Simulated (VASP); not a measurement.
# CO in VASP: a series of runs

Runs on CO. Level: PBE+D3(BJ). Tasks: single point.

Everything below comes from runs of VASP 6.6.1. Logs are shortened: lines on timing, memory, paths and dates and some standing lists are left out, and cuts for length are marked.

**1. The cell of the first run**

The cell holds an amorphous packing of atoms, 16 atoms: a = 7.742 Å, b = 7.742 Å, c = 7.742 Å, α = 90.00°, β = 90.00°, γ = 90.00°.

**2. Single point, PBE+D3(BJ)**

Contents of INCAR:

```
ALGO = Normal ; EDIFF = 1E-7
ENCUT = 520 ; GGA = PE
ISIF = 2 ; ISMEAR = -1
IVDW = 12 ; LASPH = T
LCHARG = T ; LELF = T
LREAL = Auto ; LVHAR = T
LWAVE = F ; NBANDS = 54
NELM = 60 ; PREC = Accurate
SIGMA = 0.05
```

Contents of KPOINTS:

```
k-points
0
Gamma
  1 1 1
```

Contents of POSCAR:

```
CO
1.0
    7.7417530000      0.0000000000      0.0000000000
    0.0000000000      7.7417530000      0.0000000000
    0.0000000000      0.0000000000      7.7417530000
O C
8 8
Direct
   -0.0413472246      0.0436335285      0.9137465378
    0.5567602066      0.2788257388      0.8462811976
    0.3549583667      0.2230631745      0.4575062005
    0.5239769339      0.8086540607     -0.0387121625
    0.3456064796      0.7250295896      0.5256690571
    0.9254493136      0.5124162447      0.9270122671
    0.7605254262      0.3445472879      0.2343267733
    0.7950654070      0.8892688775      0.6248843124
    0.0689249580     -0.0486711472      0.8800332431
    0.4253171084      0.2774048720      0.9149865670
    0.2999579036      0.1284980288      0.3630443906
    0.4821646984      0.8637578595      0.0888170935
    0.3164528757      0.6322469859      0.4127747294
    0.9315202900      0.4317368431      0.8031643479
    0.6914842155      0.4732261543      0.2587656827
    0.8059544137      0.8718955513      0.4755253752
```

Potentials or basis: VASP PAW PBE potentials, release 64 (O, C).

The run is started by

```bash
$ cat potpaw_PBE.64/O/POTCAR potpaw_PBE.64/C/POTCAR > POTCAR
$ mpirun -np 1 vasp_gam > vasp.out
```

OUTCAR:

```text
EDIFF = 1E-7
   ENCUT = 520
   GGA = PE
   ISIF = 2
   ISMEAR = -1
   IVDW = 12
   LASPH = T
   LREAL = Auto
   NELM = 60
   PREC = Accurate
 IVDW          = 12

 ion  position               nearest neighbor table
   1  0.959  0.044  0.914-   9 1.14
   2  0.557  0.279  0.846-  10 1.15
   3  0.355  0.223  0.458-  11 1.12
   4  0.524  0.809  0.961-  12 1.12
   5  0.346  0.725  0.526-  13 1.15
   6  0.925  0.512  0.927-  14 1.15
[... 8 lines left out ...]
  15  0.691  0.473  0.259-   7 1.15
  16  0.806  0.872  0.476-   8 1.17

  LATTYP: Found a simple cubic cell.
 ALAT       =     7.7417530000

  Lattice vectors:

 A1 = (   7.7417530000,   0.0000000000,   0.0000000000)
 A2 = (   0.0000000000,   7.7417530000,   0.0000000000)
 A3 = (   0.0000000000,   0.0000000000,   7.7417530000)

Analysis of symmetry for initial positions (statically):
=====================================================================
 Subroutine PRICEL returns:
 Original cell was already a primitive cell.

 Routine SETGRP: Setting up the symmetry group for a
 simple cubic supercell.

 Subroutine GETGRP returns: Found  1 space group operations
 (whereof  1 operations were pure point group operations)
 out of a pool of 48 trial point group operations.

The static configuration has the point symmetry C_1 .

Analysis of symmetry for dynamics (positions and initial velocities):
=====================================================================
 Subroutine PRICEL returns:
 Original cell was already a primitive cell.

 Routine SETGRP: Setting up the symmetry group for a
 simple cubic supercell.

 Subroutine GETGRP returns: Found  1 space group operations
 (whereof  1 operations were pure point group operations)
 out of a pool of 48 trial point group operations.

The dynamic configuration has the point symmetry C_1 .

 Subroutine INISYM returns: Found  1 space group operations
 (whereof  1 operations are pure point group operations),
 and found     1 'primitive' translations

----------------------------------------------------------------------------------------

                                     Primitive cell

  volume of cell :     463.9999

  direct lattice vectors                    reciprocal lattice vectors
[... 93 lines left out ...]
   EDIFFG = 0.1E-05   stopping-criterion for IOM
   NSW    =      0    number of steps for IOM
   IBRION =     -1    ionic relax: 0-MD 1-quasi-New 2-CG
   NFREE  =      0    steps in history (QN), initial steepest desc. (CG)
   ISIF   =      2    stress and relaxation
   ISYM   =      2    0-nonsym 1-usesym 2-fastsym
   POTIM  = 0.5000    time-step for ionic-motion
   TEBEG  =    0.0;   TEEND  =   0.0 temperature during run
   PSTRESS=    0.0 pullay stress
   NELECT =      80.0000    total number of electrons
   NUPDOWN=      -1.0000    fix difference up-down
   EMIN   =  10.00;   EMAX   =-10.00  energy-range for DOS
   EFERMI =   0.00;   METHOD = LEGACY
   ISMEAR =    -1;   SIGMA  =   0.05  broadening in eV -4-tet -1-fermi 0-gaus
   EFERMI_NEDOS =   21; number of points for ismear=-14 and -15
   IALGO  =     38    algorithm
   IMIX   =      4    mixing-type and parameters
     AMIX     =   0.40;   BMIX     =  1.00
     AMIX_MAG =   1.60;   BMIX_MAG =  1.00
  volume/ion in A,a.u.               =      29.00       195.70
  Fermi-wavevector in a.u.,A,eV,Ry     =   0.911169  1.721859 11.295946  0.830229
  Thomas-Fermi vector in A             =   2.035417
   LORBIT       =      0    0 simple, 1 ext, 2 COOP (PROOUT), +10 PAW based schemes
   GGA     = PE    functional components
   LHFCALC =     F    Hartree Fock is set to
   AEXX    =    0.0000 exact exchange contribution
   IVDW    =    12    specifies the selected vdW correction
   LEPSILON=     F    determine dielectric tensor
   LRPA    =     F    only Hartree local field effects (RPA)
 non-spin polarized calculation
  energy-cutoff  :      520.00
  volume of cell :      464.00
 maximum number of plane-waves:      6267
 NGX is ok and might be reduce to    60
   NGX = 29   NGY = 29   NGZ = 29

 number of electron      80.0000009 magnetization

 Free energy of the ion-electron system (eV)
  ---------------------------------------------------
  ext. energy  EPLUGINS =         0.00000000
  ---------------------------------------------------
  free energy    TOTEN  =      -118.22435592 eV

  energy without entropy =     -118.22435592  energy(sigma->0) =     -118.22435592

 E-fermi :  -4.5983     XC(G=0):  -5.5752

 val. band max:       -5.8355253811   @ k =   0.0000   0.0000   0.0000
 cond. band min:      -0.0105048728   @ k =   0.0000   0.0000   0.0000
 fundamental gap:      5.8250205083
 Fermi energy:        -4.5982754992

 k-point     1 :       0.0000    0.0000    0.0000
  band No.  band energies     occupation
      1     -26.8420      2.00000
      2     -26.7142      2.00000
      3     -26.5841      2.00000
      4     -26.5374      2.00000
      5     -26.4723      2.00000
      6     -26.4134      2.00000
[... 44 lines left out ...]
     51       0.9131      0.00000
     52       0.9592      0.00000
 [bands above 52 left out]

------------------------ aborting loop because EDIFF is reached ----------------------------------------

 Edisp (eV)   -0.70748

 E8    (eV) :    -0.1782

  FORCE on cell =-STRESS in cart. coord.  units (eV):
  Direction    XX          YY          ZZ          XY          YZ          ZX
  --------------------------------------------------------------------------------------
  -------------------------------------------------------------------------------------
  Total      -0.34944     0.64585    -0.36572     0.77305     1.41243     0.60929
  in kB      -1.20659     2.23012    -1.26283     2.66931     4.87707     2.10386
  external pressure =       -0.08 kB  Pullay stress =        0.00 kB

 VOLUME and BASIS-vectors are now :
 -----------------------------------------------------------------------------
  energy-cutoff  :      520.00
  volume of cell :      464.00
      direct lattice vectors                 reciprocal lattice vectors
     7.741753000  0.000000000  0.000000000     0.129169711  0.000000000  0.000000000
     0.000000000  7.741753000  0.000000000     0.000000000  0.129169711  0.000000000
     0.000000000  0.000000000  7.741753000     0.000000000  0.000000000  0.129169711

 POSITION                                       TOTAL-FORCE (eV/Angst)
 -----------------------------------------------------------------------------------
      7.42165      0.33780      7.07400         0.140856     -0.035793      0.120128
      4.31030      2.15860      6.55170        -0.573776     -0.009916      0.266357
      2.74800      1.72690      3.54190         1.241934      1.998327      2.033168
      4.05650      6.26040      7.44205         0.702818     -0.958218     -2.168614
      2.67560      5.61300      4.06960        -0.199187     -0.679670     -0.797606
      7.16460      3.96700      7.17670         0.041591     -0.102027     -0.255636
[... 8 lines left out ...]
      5.35330      3.66360      2.00330         0.174529     -0.339568     -0.012541
      6.23950      6.75000      3.68140        -0.164960      0.295749      2.405257
 -----------------------------------------------------------------------------------
    total drift:                                0.010935      0.023801      0.003372

  FREE ENERGIE OF THE ION-ELECTRON SYSTEM (eV)
  ---------------------------------------------------
  free  energy   TOTEN  =      -118.9318343125 eV

  energy  without entropy=     -118.9318343125  energy(sigma->0) =     -118.93183431
```

OSZICAR:

```text
N       E                     dE             d eps       ncg     rms          rms(c)
DAV:   1     0.734489693583E+03    0.73449E+03   -0.39180E+04   108   0.128E+03
DAV:   2    -0.317607617433E+02   -0.76625E+03   -0.74034E+03   144   0.306E+02
DAV:   3    -0.122389705686E+03   -0.90629E+02   -0.89809E+02   128   0.115E+02
DAV:   4    -0.124520132817E+03   -0.21304E+01   -0.21110E+01   122   0.196E+01
DAV:   5    -0.124588452906E+03   -0.68320E-01   -0.68282E-01   168   0.309E+00    0.197E+01
DAV:   6    -0.119423481640E+03    0.51650E+01   -0.15844E+01   122   0.188E+01    0.104E+01
DAV:   7    -0.118472569974E+03    0.95091E+00   -0.13304E+00   136   0.632E+00    0.549E+00
DAV:   8    -0.118243581866E+03    0.22899E+00   -0.13566E+00   128   0.442E+00    0.136E+00
DAV:   9    -0.118225549228E+03    0.18033E-01   -0.90362E-02   152   0.137E+00    0.541E-01
DAV:  10    -0.118224590498E+03    0.95873E-03   -0.12429E-02   136   0.475E-01    0.160E-01
DAV:  11    -0.118224437603E+03    0.15289E-03   -0.14329E-03   144   0.186E-01    0.648E-02
DAV:  12    -0.118224422063E+03    0.15540E-04   -0.21353E-04   136   0.849E-02    0.290E-02
DAV:  13    -0.118224375217E+03    0.46846E-04   -0.86808E-05   152   0.652E-02    0.113E-02
DAV:  14    -0.118224365462E+03    0.97553E-05   -0.32903E-05   136   0.273E-02    0.840E-03
DAV:  15    -0.118224357505E+03    0.79568E-05   -0.42787E-06   136   0.171E-02    0.368E-03
DAV:  16    -0.118224356131E+03    0.13748E-05   -0.34919E-06   144   0.108E-02    0.192E-03
DAV:  17    -0.118224355930E+03    0.20071E-06   -0.72694E-07   128   0.395E-03    0.119E-03
DAV:  18    -0.118224355916E+03    0.13768E-07   -0.11419E-07    96   0.190E-03
   1 F= -.11893183E+03 E0= -.11893183E+03  d E =-.476844E-10
```

Run time: 59 s. Hardware: 1 thread of AMD EPYC 7R43 (Zen 3), shared host; peak memory 0.37 GiB.

Results:

* Free energy: -118.9318 eV
* Pressure: 0.0 GPa
* Largest force: 3.110 eV/Å
* Band gap on the k mesh: 5.83 eV
* Dispersion energy per atom: -0.044 eV

Forces in eV/Å, atoms in the order of the input:
```
O    0.141 -0.036  0.120
O   -0.574 -0.010  0.266
O    1.242  1.998  2.033
O    0.703 -0.958 -2.169
O   -0.199 -0.680 -0.798
O    0.042 -0.102 -0.256
O   -0.190  0.298  0.129
O    0.051 -0.366 -2.605
C   -0.022  0.079  0.103
C    0.512  0.006 -0.297
C   -1.322 -1.977 -1.985
C   -0.628  0.876  2.118
C    0.178  0.714  0.815
C    0.057  0.204  0.132
C    0.175 -0.340 -0.013
C   -0.165  0.296  2.405
```

Caveat: the k points lie up to 0.81 Å⁻¹ apart.

**3. Single point, PBE+D3(BJ)**

Contents of INCAR:

```
SYSTEM = CO
ALGO = Normal ; EDIFF = 1E-6
ENCUT = 520 ; GGA = PE
ISIF = 2 ; ISMEAR = -1
IVDW = 12 ; LASPH = .True.
LCHARG = .True. ; LELF = .True.
LREAL = Auto ; LVHAR = .True.
LWAVE = .False. ; NBANDS = 54
NELM = 100 ; PREC = Accurate
SIGMA = 0.05
```

Contents of KPOINTS:

```
k-points
0
Gamma
  1 1 1
  0 0 0
```

Contents of POSCAR:

```
CO
1.0
    7.7417530000      0.0000000000      0.0000000000
    0.0000000000      7.7417530000      0.0000000000
    0.0000000000      0.0000000000      7.7417530000
O C
8 8
Direct
    0.0346820675      0.0223721940      0.9759030028
    0.5754381469      0.2772369514      0.8907543292
    0.3297702730      0.2396098145      0.4861302085
    0.5253590498      0.7769299796     -0.0847611646
    0.3962668403      0.7214386716      0.4661864051
    0.8839858363      0.5295441485      0.9430293113
    0.7468592708      0.3362416755      0.2924143925
    0.7287884282      0.9210575434      0.5013980684
    0.0192333700     -0.0376788048      0.8466557897
    0.4349531689      0.2321438052      0.8667158459
    0.3447281255      0.1501210385      0.3707558224
    0.5274257652      0.8406235642      0.0491878261
    0.2656762622      0.6508861753      0.4518614841
    0.9602993017      0.4375365631      0.8633961843
    0.7136368210      0.4761583068      0.3107952424
    0.8349788478      0.8184838757      0.5016305739
```

Potentials or basis: VASP PAW PBE potentials, release 64 (O, C).

The run is started by

```bash
$ cat potpaw_PBE.64/O/POTCAR potpaw_PBE.64/C/POTCAR > POTCAR
$ mpirun -np 1 vasp_gam > vasp.out
```

OUTCAR:

```text
SYSTEM = CO
   EDIFF = 1E-6
   ENCUT = 520
   GGA = PE
   ISIF = 2
   ISMEAR = -1
   IVDW = 12
   LASPH = .True.
   LREAL = Auto
   NELM = 100
   PREC = Accurate
 IVDW          = 12

 ion  position               nearest neighbor table
   1  0.035  0.022  0.976-   9 1.11
   2  0.575  0.277  0.891-  10 1.16
   3  0.330  0.240  0.486-  11 1.14
   4  0.525  0.777  0.915-  12 1.15
   5  0.396  0.721  0.466-  13 1.15
   6  0.884  0.530  0.943-  14 1.11
[... 8 lines left out ...]
  15  0.714  0.476  0.311-   7 1.12
  16  0.835  0.818  0.502-   8 1.14

  LATTYP: Found a simple cubic cell.
 ALAT       =     7.7417530000

  Lattice vectors:

 A1 = (   7.7417530000,   0.0000000000,   0.0000000000)
 A2 = (   0.0000000000,   7.7417530000,   0.0000000000)
 A3 = (   0.0000000000,   0.0000000000,   7.7417530000)

Analysis of symmetry for initial positions (statically):
=====================================================================
 Subroutine PRICEL returns:
 Original cell was already a primitive cell.

 Routine SETGRP: Setting up the symmetry group for a
[... 178 lines left out ...]

 k-point     1 :       0.0000    0.0000    0.0000
  band No.  band energies     occupation
      1     -27.0320      2.00000
      2     -27.0132      2.00000
      3     -26.8516      2.00000
      4     -26.6175      2.00000
      5     -26.5032      2.00000
      6     -26.4360      2.00000
[... 44 lines left out ...]
     51       0.8412      0.00000
     52       0.9325      0.00000
 [bands above 52 left out]

------------------------ aborting loop because EDIFF is reached ----------------------------------------

 Edisp (eV)   -0.70428

 E8    (eV) :    -0.1769

  FORCE on cell =-STRESS in cart. coord.  units (eV):
  Direction    XX          YY          ZZ          XY          YZ          ZX
  --------------------------------------------------------------------------------------
  -------------------------------------------------------------------------------------
  Total      -1.27388     5.04684     5.01138    -2.96427     3.93316    -1.31728
  in kB      -4.39866    17.42657    17.30416   -10.23554    13.58108    -4.54852
  external pressure =       10.11 kB  Pullay stress =        0.00 kB

 VOLUME and BASIS-vectors are now :
 -----------------------------------------------------------------------------
  energy-cutoff  :      520.00
  volume of cell :      464.00
      direct lattice vectors                 reciprocal lattice vectors
     7.741753000  0.000000000  0.000000000     0.129169711  0.000000000  0.000000000
     0.000000000  7.741753000  0.000000000     0.000000000  0.129169711  0.000000000
     0.000000000  0.000000000  7.741753000     0.000000000  0.000000000  0.129169711

 POSITION                                       TOTAL-FORCE (eV/Angst)
 -----------------------------------------------------------------------------------
      0.26850      0.17320      7.55520         0.436553      1.761077      3.841788
      4.45490      2.14630      6.89600        -1.436467     -0.438809     -0.265223
      2.55300      1.85500      3.76350        -0.069016      0.506754      0.627034
      4.06720      6.01480      7.08555        -0.011921      0.191282      0.439426
      3.06780      5.58520      3.60910        -1.167167     -0.569385     -0.056346
      6.84360      4.09960      7.30070        -2.067377      2.608921      2.179928
[... 8 lines left out ...]
      5.52480      3.68630      2.40610        -0.629384      2.412201      0.291025
      6.46420      6.33650      3.88350         0.046040     -0.050827     -0.017319
 -----------------------------------------------------------------------------------
    total drift:                                0.025683     -0.004031     -0.011671

  FREE ENERGIE OF THE ION-ELECTRON SYSTEM (eV)
  ---------------------------------------------------
  free  energy   TOTEN  =      -118.8304019718 eV

  energy  without entropy=     -118.8304019718  energy(sigma->0) =     -118.83040197
```

stdout:

```text
POSCAR found type information on POSCAR O C
 POSCAR found :  2 types and      16 ions
 scaLAPACK will be used
 LDA part: xc-table for (Slater+PW92), standard interpolation
 POSCAR, INCAR and KPOINTS ok, starting setup
 FFT: planning ... GRIDC
 FFT: planning ... GRID_SOFT
 FFT: planning ... GRID
 WAVECAR not read
 entering main loop
```

Run time: 56 s. Hardware: 1 thread of AMD EPYC 7R43 (Zen 3), shared host; peak memory 0.39 GiB.

What came out:

| Quantity | Value |
| --- | --- |
| Free energy | -118.8304 eV |
| Pressure | 1.0 GPa |
| Largest force | 4.249 eV/Å |
| Band gap on the k mesh | 5.78 eV |
| Dispersion energy per atom | -0.044 eV |

Forces on the atoms (eV/Å):
```
O    0.437  1.761  3.842
O   -1.436 -0.439 -0.265
O   -0.069  0.507  0.627
O   -0.012  0.191  0.439
O   -1.167 -0.569 -0.056
O   -2.067  2.609  2.180
O    0.633 -2.487 -0.280
O   -0.041  0.119 -0.005
C   -0.401 -1.752 -3.755
C    1.412  0.422  0.316
C    0.039 -0.522 -0.695
C    0.028 -0.235 -0.464
C    1.087  0.562  0.094
C    2.142 -2.528 -2.252
C   -0.629  2.412  0.291
C    0.046 -0.051 -0.017
```

Stress tensor (GPa, compression positive):
```
-0.44 -1.02 -0.45
-1.02  1.74  1.36
-0.45  1.36  1.73
```

Caveat: the k points lie up to 0.81 Å⁻¹ apart.
